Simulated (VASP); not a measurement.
# BeS (F-43m) in VASP: notebook

Aim: see how the results for BeS move with the level of theory and the settings. Levels: BLYP+D3(BJ), r2SCAN+rVV10. Tasks: dielectric tensor, electric field gradients.

Program: VASP 6.6.1. These are calculated values, not measurements. Logs are shortened: lines on timing, memory, paths and dates and some standing lists are left out, and cuts for length are marked.

## 1. The cell of the first run

It takes space group F-43m (No. 216, cubic). The conventional cell has a = 4.850 Å, b = 4.850 Å, c = 4.850 Å, α = 90.00°, β = 90.00°, γ = 90.00°. Within 2.8 Å of S (site symmetry -43m) lie 4 Be at 2.10 Å. Be (site symmetry -43m) has 4 S at 2.10 Å within 2.8 Å.

## 2. Dielectric tensor, BLYP+D3(BJ)

Input file INCAR:

```
PREC     = Accurate       # precision mode
ENCUT    = 520            # plane-wave cutoff, eV
EDIFF    = 1E-8           # SCF threshold, eV
ISMEAR   = 0              # smearing method
SIGMA    = 0.01           # smearing width, eV
LREAL    = False          # projectors in reciprocal space
LASPH    = True           # aspherical terms in the spheres
NELM     = 80             # most SCF steps
ALGO     = Normal         # electronic algorithm
ISIF     = 2              # what is computed and relaxed
LWAVE    = False          # write WAVECAR
LCHARG   = False          # write CHGCAR
GGA      = B5             # functional
ALDAX    = 1.0          
AGGAX    = 1.0          
AGGAC    = 1.0          
ALDAC    = 0.0          
IVDW     = 12             # dispersion correction
VDW_S6   = 1.0          
VDW_S8   = 2.6996       
VDW_A1   = 0.4298       
VDW_A2   = 4.2359       
LEPSILON = True           # dielectric tensor by DFPT
```

Input file KPOINTS:

```
regular mesh
0
Gamma
  9 9 9
```

Input file POSCAR:

```
BeS
1.0
    0.0000000000      2.4250000000      2.4250000000
    2.4250000000      0.0000000000      2.4250000000
    2.4250000000      2.4250000000      0.0000000000
S Be
1 1
Direct
    0.7500000000      0.7500000000      0.7500000000
    0.0000000000      0.0000000000      0.0000000000
```

Potentials or basis: VASP PAW PBE potentials, release 64 (S, Be).

On the command line:

```sh
$ cat potpaw_PBE.64/S/POTCAR potpaw_PBE.64/Be/POTCAR > POTCAR
$ mpirun -np 1 vasp_std > vasp.out
```

OUTCAR:

```text
PREC = Accurate
   ENCUT = 520
   EDIFF = 1E-8
   ISMEAR = 0
   LREAL = False
   LASPH = True
   NELM = 80
   ISIF = 2
   GGA = B5
   IVDW = 12
   LEPSILON = True
 IVDW          = 12

 ion  position               nearest neighbor table
   1  0.750  0.750  0.750-   2 2.10   2 2.10   2 2.10   2 2.10
   2  0.000  0.000  0.000-   1 2.10   1 2.10   1 2.10   1 2.10

  LATTYP: Found a face centered cubic cell.
 ALAT       =     4.8500000000

  Lattice vectors:

 A1 = (   0.0000000000,   2.4250000000,   2.4250000000)
 A2 = (   2.4250000000,   0.0000000000,   2.4250000000)
 A3 = (   2.4250000000,   2.4250000000,   0.0000000000)

Analysis of symmetry for initial positions (statically):
=====================================================================
 Subroutine PRICEL returns:
 Original cell was already a primitive cell.

 Routine SETGRP: Setting up the symmetry group for a
 face centered cubic supercell.

 Subroutine GETGRP returns: Found 24 space group operations
 (whereof 24 operations were pure point group operations)
 out of a pool of 48 trial point group operations.

The static configuration has the point symmetry T_d .

Analysis of symmetry for dynamics (positions and initial velocities):
=====================================================================
 Subroutine PRICEL returns:
 Original cell was already a primitive cell.

 Routine SETGRP: Setting up the symmetry group for a
 face centered cubic supercell.

 Subroutine GETGRP returns: Found 24 space group operations
 (whereof 24 operations were pure point group operations)
 out of a pool of 48 trial point group operations.

The dynamic configuration has the point symmetry T_d .

 Subroutine INISYM returns: Found 24 space group operations
 (whereof 24 operations are pure point group operations),
 and found     1 'primitive' translations

----------------------------------------------------------------------------------------

                                     Primitive cell

  volume of cell :      28.5210

  direct lattice vectors                    reciprocal lattice vectors
     0.000000000  2.425000000  2.425000000    -0.206185567  0.206185567  0.206185567
[... 415 lines left out ...]
     0.000000000  2.425000000  2.425000000    -0.206185567  0.206185567  0.206185567
     2.425000000  0.000000000  2.425000000     0.206185567 -0.206185567  0.206185567
     2.425000000  2.425000000  0.000000000     0.206185567  0.206185567 -0.206185567

 POSITION                                       TOTAL-FORCE (eV/Angst)
 -----------------------------------------------------------------------------------
      3.63750      3.63750      3.63750        -0.000000     -0.000000     -0.000000
      0.00000      0.00000      0.00000         0.000000      0.000000      0.000000
 -----------------------------------------------------------------------------------
    total drift:                                0.000000      0.000000      0.000000

  FREE ENERGIE OF THE ION-ELECTRON SYSTEM (eV)
  ---------------------------------------------------
  free  energy   TOTEN  =       -10.4406422204 eV

  energy  without entropy=      -10.4406422204  energy(sigma->0) =      -10.44064222

 HEAD OF MICROSCOPIC STATIC DIELECTRIC TENSOR (INDEPENDENT PARTICLE, excluding Hartree and local field effects)
 ------------------------------------------------------
           5.533159    -0.000000     0.000000
          -0.000000     5.533159     0.000000
           0.000000    -0.000000     5.533159
 ------------------------------------------------------

 Free energy of the ion-electron system (eV)
  ---------------------------------------------------
  ---------------------------------------------------
  free energy    TOTEN  =        -0.36092094 eV

  energy without entropy =       -0.36092094

------------------------ aborting loop because EDIFF is reached ----------------------------------------

 Edisp (eV)   -1.26063

 E8    (eV) :    -0.8429
[... 7 lines left out ...]
 E8    (eV) :    -0.8429

--------------------------------------- Ionic step        3  -------------------------------------------

 Free energy of the ion-electron system (eV)
  ---------------------------------------------------
  ---------------------------------------------------
  free energy    TOTEN  =        -0.36092126 eV

  energy without entropy =       -0.36092126

------------------------ aborting loop because EDIFF is reached ----------------------------------------

 Edisp (eV)   -1.26063

 E8    (eV) :    -0.8429

 PIEZOELECTRIC TENSOR FIELD DIRECTION 3  (e Angst)
 -----------------------------------------------------------------------------
    -0.00053  1.12142  0.00000           (  0.00000 -0.03769  0.00000)
     1.12142 -0.00053  0.00000           ( -0.03769  0.00000  0.00000)
     0.00000  0.00000 -0.00019           (  0.00000  0.00000  0.00000)

 PIEZOELECTRIC TENSOR FIELD DIRECTION 3  (C/m^2)
 -----------------------------------------------------------------------------
    -0.00030  0.62996  0.00000
     0.62996 -0.00030  0.00000
     0.00000  0.00000 -0.00011

 MACROSCOPIC STATIC DIELECTRIC TENSOR (including local field effects in DFT)
 ------------------------------------------------------
           5.100518    -0.000000     0.000000
           0.000000     5.100518    -0.000000
           0.000000    -0.000000     5.100518
 ------------------------------------------------------

 PIEZOELECTRIC TENSOR (including local field effects)  for field in x, y, z        (e  Angst)
          XX          YY          ZZ          XY          YZ          ZX
  --------------------------------------------------------------------------------
  x     0.00000    -0.00000     0.00000     0.00000     1.12322    -0.00000
  y    -0.00000     0.00000     0.00000     0.00000     0.00000     1.12322
  z     0.00000    -0.00000    -0.00000     1.12322     0.00000     0.00000

 PIEZOELECTRIC TENSOR (including local field effects)  for field in x, y, z        (C/m^2)
          XX          YY          ZZ          XY          YZ          ZX
  --------------------------------------------------------------------------------
  x     0.00000    -0.00000     0.00000     0.00000     0.63097    -0.00000
  y    -0.00000     0.00000     0.00000     0.00000     0.00000     0.63097
  z     0.00000    -0.00000    -0.00000     0.63097     0.00000     0.00000

 BORN EFFECTIVE CHARGES (including local field effects) (in |e|, cummulative output)
 ---------------------------------------------------------------------------------
 ion    1
    1    -1.62585     0.00000     0.00000
    2     0.00000    -1.62585     0.00000
    3    -0.00000    -0.00000    -1.62585
 ion    2
    1     1.62585    -0.00000    -0.00000
    2     0.00000     1.62585    -0.00000
    3     0.00000     0.00000     1.62585
```

stdout:

```text
POSCAR found type information on POSCAR S Be
 POSCAR found :  2 types and       2 ions
 scaLAPACK will be used
 -----------------------------------------------------------------------------
|                                                                             |
[... 28 lines left out ...]
 dielectric tensor                  component  3 :     0.584    -0.773     3.812
 Linear response to external field, progress :
  Direction:   1
 dielectric tensor                  component  1 :     5.101     0.868     0.561
 Linear response to external field, progress :
  Direction:   2
 dielectric tensor                  component  2 :     0.773     5.101     0.435
 Linear response to external field, progress :
  Direction:   3
 dielectric tensor                  component  3 :     0.610     0.819     5.101
 Born effective charges drift removed
```

Wall time 2.7 min (1 thread of Intel Xeon Platinum 8559C (Emerald Rapids), shared host); peak memory 0.22 GiB.

What came out:

```yaml
Band_gap_on_the_k_mesh: 3.49 eV, indirect (least direct gap 5.79 eV)
Electronic_dielectric_tensor_diagonal: 5.10
Born_charges_mean_of_the_diagonal: S -1.63; Be +1.63 e
Dispersion_energy_per_atom: -0.630 eV
```

Electronic dielectric tensor:
```
5.10 0.00 0.00
0.00 5.10 0.00
0.00 0.00 5.10
```

Born effective charge tensors (e):
atom 1, S
```
-1.63  0.00  0.00
 0.00 -1.63  0.00
 0.00  0.00 -1.63
```
atom 2, Be
```
1.63 0.00 0.00
0.00 1.63 0.00
0.00 0.00 1.63
```

Caveat: the PAW data sets were made with another functional, which shifts forces and pressure a little.

## 3. Electric field gradients, r2SCAN+rVV10

POSCAR is that of step 2.

Input file INCAR.step1:

```
PREC = Accurate ; ENCUT = 520
ISMEAR = 1 ; SIGMA = 0.1
LREAL = F ; LASPH = T
NELM = 60 ; NBANDS = 11
GGA = PE ; ALGO = Normal
EDIFF = 1E-4 ; LWAVE = T
LCHARG = F
```

Input file INCAR.step2:

```
PREC = Accurate ; ENCUT = 520
EDIFF = 1E-8 ; ISMEAR = 1
SIGMA = 0.1 ; LREAL = F
LASPH = T ; NELM = 60
ALGO = Normal ; ISIF = 2
LWAVE = F ; LCHARG = F
METAGGA = R2SCAN ; LMIXTAU = T
LUSE_VDW = T ; IVDW_NL = 2
BPARAM = 11.95 ; CPARAM = 0.0093
LEFG = T ; NBANDS = 11
ISTART = 1
```

KPOINTS is that of step 2.

Potentials or basis: VASP PAW PBE potentials, release 64 (S, Be).

On the command line:

```sh
$ cat potpaw_PBE.64/S/POTCAR potpaw_PBE.64/Be/POTCAR > POTCAR
$ cp INCAR.step1 INCAR
$ mpirun -np 1 vasp_std > vasp.out
$ cp INCAR.step2 INCAR
$ mpirun -np 1 vasp_std > vasp.out
```

OUTCAR:

```text
PREC = Accurate
   ENCUT = 520
   EDIFF = 1E-8
   ISMEAR = 1
   LREAL = F
   LASPH = T
   NELM = 60
   ISIF = 2
   METAGGA = R2SCAN
   IVDW_NL = 2
   BPARAM = 11.95
   ISTART = 1

 ion  position               nearest neighbor table
   1  0.750  0.750  0.750-   2 2.10   2 2.10   2 2.10   2 2.10
   2  0.000  0.000  0.000-   1 2.10   1 2.10   1 2.10   1 2.10

  LATTYP: Found a face centered cubic cell.
 ALAT       =     4.8500000000

  Lattice vectors:

 A1 = (   0.0000000000,   2.4250000000,   2.4250000000)
 A2 = (   2.4250000000,   0.0000000000,   2.4250000000)
 A3 = (   2.4250000000,   2.4250000000,   0.0000000000)

Analysis of symmetry for initial positions (statically):
=====================================================================
 Subroutine PRICEL returns:
 Original cell was already a primitive cell.

 Routine SETGRP: Setting up the symmetry group for a
 face centered cubic supercell.

 Subroutine GETGRP returns: Found 24 space group operations
 (whereof 24 operations were pure point group operations)
 out of a pool of 48 trial point group operations.

The static configuration has the point symmetry T_d .

Analysis of symmetry for dynamics (positions and initial velocities):
=====================================================================
 Subroutine PRICEL returns:
 Original cell was already a primitive cell.

 Routine SETGRP: Setting up the symmetry group for a
 face centered cubic supercell.

 Subroutine GETGRP returns: Found 24 space group operations
 (whereof 24 operations were pure point group operations)
 out of a pool of 48 trial point group operations.

The dynamic configuration has the point symmetry T_d .

 Subroutine INISYM returns: Found 24 space group operations
 (whereof 24 operations are pure point group operations),
 and found     1 'primitive' translations

----------------------------------------------------------------------------------------

                                     Primitive cell

  volume of cell :      28.5210

  direct lattice vectors                    reciprocal lattice vectors
     0.000000000  2.425000000  2.425000000    -0.206185567  0.206185567  0.206185567
     2.425000000  0.000000000  2.425000000     0.206185567 -0.206185567  0.206185567
     2.425000000  2.425000000  0.000000000     0.206185567  0.206185567 -0.206185567

  length of vectors
     3.429467889  3.429467889  3.429467889     0.357123878  0.357123878  0.357123878

  position of ions in fractional coordinates (direct lattice)
     0.750000000  0.750000000  0.750000000
     0.000000000  0.000000000  0.000000000

  ion indices of the primitive-cell ions
   primitive index   ion index
                 1           1
                 2           2

----------------------------------------------------------------------------------------

 KPOINTS: regular mesh

Automatic generation of k-mesh.
 Grid dimensions read from file:
[... 77 lines left out ...]
   NUPDOWN=      -1.0000    fix difference up-down
   EMIN   =  10.00;   EMAX   =-10.00  energy-range for DOS
   EFERMI =   0.00;   METHOD = LEGACY
   ISMEAR =     1;   SIGMA  =   0.10  broadening in eV -4-tet -1-fermi 0-gaus
   EFERMI_NEDOS =   21; number of points for ismear=-14 and -15
   IALGO  =     38    algorithm
   IMIX   =      4    mixing-type and parameters
     AMIX     =   0.40;   BMIX     =  1.00
     AMIX_MAG =   1.60;   BMIX_MAG =  1.00
  volume/ion in A,a.u.               =      14.26        96.23
  Fermi-wavevector in a.u.,A,eV,Ry     =   1.071642  2.025110 15.625158  1.148417
  Thomas-Fermi vector in A             =   2.207388
   LORBIT       =      0    0 simple, 1 ext, 2 COOP (PROOUT), +10 PAW based schemes
   METAGGA = R2SCAN    functional components
   LHFCALC =     F    Hartree Fock is set to
   AEXX    =    0.0000 exact exchange contribution
   IVDW_NL    =     2    kernel type
   BPARAM     =11.9500
   IVDW    =     0    specifies the selected vdW correction
   LEPSILON=     F    determine dielectric tensor
   LRPA    =     F    only Hartree local field effects (RPA)
 non-spin polarized calculation
 Methfessel and Paxton  Order N= 1 SIGMA  =   0.10
  energy-cutoff  :      520.00
  volume of cell :       28.52
 maximum number of plane-waves:       779
 NGX is ok and might be reduce to    28
   NGX = 13   NGY = 13   NGZ = 13

 number of electron       7.9999999 magnetization

 Free energy of the ion-electron system (eV)
  ---------------------------------------------------
  ext. energy  EPLUGINS =         0.00000000
  ---------------------------------------------------
  free energy    TOTEN  =       -14.66192437 eV

  energy without entropy =      -14.66196650  energy(sigma->0) =      -14.66193841

 E-fermi :   4.0497     XC(G=0): -10.2261

 val. band max:        3.9704626115   @ k =   0.0000   0.0000   0.0000
 cond. band min:       7.5872809369   @ k =   0.4444   0.4444   0.0000
 fundamental gap:      3.6168183253
 Fermi energy:         4.0496886309

 k-point     1 :       0.0000    0.0000    0.0000
  band No.  band energies     occupation
      1     -10.3370      2.00000
      2       3.9705      1.97608
      3       3.9705      1.97608
      4       3.9705      1.97608
      5      10.2126      0.00000
      6      10.2126      0.00000
      7      10.2126      0.00000
      8      10.6019      0.00000
      9      17.3834      0.00000
     10      17.3834      0.00000
     11      19.8129      0.00000
[... 309 lines left out ...]
 k-point    24 :       0.4444    0.4444    0.0000
  band No.  band energies     occupation
      1      -8.1800      2.00000
      2      -1.0781      2.00000
      3       1.3046      2.00000
      4       1.3046      2.00000
      5       7.5873      0.00000
      6       9.3930      0.00000
      7      17.3434      0.00000
      8      17.3434      0.00000
      9      20.2432      0.00000
     10      20.8953      0.00000
     11      22.3570      0.00000

 [... further k-points ...]
[... 5 lines left out ...]
  --------------------------------------------------------------------------------------
  -------------------------------------------------------------------------------------
  Total        0.1504280      0.1504280      0.1504280     -0.0000000     -0.0000000      0.0000000
  in kB        8.4503366      8.4503366      8.4503366     -0.0000000     -0.0000000      0.0000000
  external PRESSURE =       8.4503366 kB  Pullay stress =       0.0000000 kB

 VOLUME and BASIS-vectors are now :
 -----------------------------------------------------------------------------
  energy-cutoff  :      520.00
  volume of cell :       28.52
      direct lattice vectors                 reciprocal lattice vectors
     0.000000000  2.425000000  2.425000000    -0.206185567  0.206185567  0.206185567
     2.425000000  0.000000000  2.425000000     0.206185567 -0.206185567  0.206185567
     2.425000000  2.425000000  0.000000000     0.206185567  0.206185567 -0.206185567

 POSITION                                       TOTAL-FORCE (eV/Angst)
 -----------------------------------------------------------------------------------
      3.63750      3.63750      3.63750        -0.000000     -0.000000     -0.000000
      0.00000      0.00000      0.00000         0.000000      0.000000      0.000000
 -----------------------------------------------------------------------------------
    total drift:                               -0.000000     -0.000000     -0.000000

  FREE ENERGIE OF THE ION-ELECTRON SYSTEM (eV)
  ---------------------------------------------------
  free  energy   TOTEN  =       -14.6619243670 eV

  energy  without entropy=      -14.6619664973  energy(sigma->0) =      -14.66193841

 Electric field gradients (V/A^2)
---------------------------------------------------------------------
 ion       V_xx      V_yy      V_zz      V_xy      V_xz      V_yz
---------------------------------------------------------------------
   1       0.000    -0.000    -0.000     0.000     0.000     0.000
   2       0.000     0.000    -0.000    -0.000    -0.000    -0.000
---------------------------------------------------------------------

 Electric field gradients after diagonalization (V/A^2)
 (convention: |V_zz| > |V_xx| > |V_yy|)
----------------------------------------------------------------------
 ion       V_xx      V_yy      V_zz     asymmetry (V_yy - V_xx)/ V_zz
----------------------------------------------------------------------
   1      -0.000    -0.000     0.001       0.000
   2       0.000     0.000    -0.000       0.000
----------------------------------------------------------------------

           NMR quadrupolar parameters

 Cq : quadrupolar parameter    Cq=e*Q*V_zz/h
 eta: asymmetry parameters     (V_yy - V_xx)/ V_zz
 Q  : nuclear electric quadrupole moment in mb (millibarn)
----------------------------------------------------------------------
 ion       Cq(MHz)       eta       Q (mb)
----------------------------------------------------------------------
   1       0.000       0.000       1.000
   2      -0.000       0.000       1.000
----------------------------------------------------------------------
```

Run time: 90 s. Hardware: 1 thread of Intel Xeon 6975P-C, shared host; peak memory 0.26 GiB.

Results:

| Item | Value |
| --- | --- |
| Free energy | -14.6619 eV |
| Pressure | 0.8 GPa |
| Band gap on the k mesh | 3.62 eV, indirect (least direct gap 6.24 eV) |

Caveat: without QUAD_EFG the Cq values of the log hold for a quadrupole moment of 1 mb, not for the nuclei; the PAW data sets were made with another functional, which shifts forces and pressure a little. A k mesh can miss the band edges.
